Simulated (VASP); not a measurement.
# B: single point with RPBE

B:

```
B
1.0
     0.00000    1.40122    1.40122
     1.40122    0.00000    1.40122
     1.40122    1.40122    0.00000
B
1
Direct
  0.00000 0.00000 0.00000
```

This cell differs from its parent crystal: volume scaled by 0.92.

- Program: VASP 6.6.1
- Task: single point
- Functional: RPBE
- Potentials or basis: VASP PAW PBE potentials, release 64 (B)
- Cutoff: 520 eV
- k mesh: 21 × 21 × 21
- Occupations: fermi-dirac, width 0.1 eV
- Spin: no spin polarisation
- Dipole correction: no
- Further INCAR settings: ALGO = Normal; EDIFF = 1e-07; NBANDS = 8

```yaml
Pressure: 25.6 GPa
```

Levels at points of the mesh, in eV from the Fermi level:
```
           k point  band 1  band 2  band 3  band 4  band 5  band 6
(0.00, 0.00, 0.00)  -20.12   17.16   17.16   17.16   33.62   33.62
```

Wall time 12 s on 1 thread of AMD EPYC 9R45 (Zen 5), with other jobs on the host, peak memory 0.08 GiB.

Caveat: the PAW data sets were made with another functional, which shifts forces and pressure a little.
